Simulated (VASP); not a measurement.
Runs of VASP 6.6.1 on Ta. The structure is that of space group Fm-3m (No. 225), or close to it. The cells are those of the table. 

| task | cell | cutoff (eV) | gap on the mesh (eV) | pressure (GPa) |
| --- | --- | --- | --- | --- |
| single point | a = 2.845 Å, angles 60.0°, 1 atom | 520 | none | 22.4 |
| relaxation of cell and atoms | relaxed to 21 GPa from a = 2.847 Å, angles 60.0°, 1 atom | 600 | none | 21.0 |
| relaxation of cell and atoms | relaxed to 21 GPa from a = 2.848 Å, angles 60.0°, 1 atom | 600 | none | 21.0 |
| single point | a = 2.847 Å, angles 60.0°, 1 atom | 520 | none | (a) |

Alike in all rows: level LDA; potentials or basis VASP PAW LDA potentials, release 64 (Ta_pv); no spin polarisation; k mesh 17 × 17 × 17; smearing fermi-dirac 0.08 eV.

Q: Fill in the values left out.

A: (a) 22.1.

Caveats: spin-orbit coupling is left out, which moves the levels of the heavy elements; the cell is relaxed towards a set pressure, so the enthalpy falls and the energy may rise (some runs).

A k mesh can miss the band edges, and the runs leave out spin-orbit coupling on Ta.

A gap of «none» marks levels without a gap at the run's occupations.
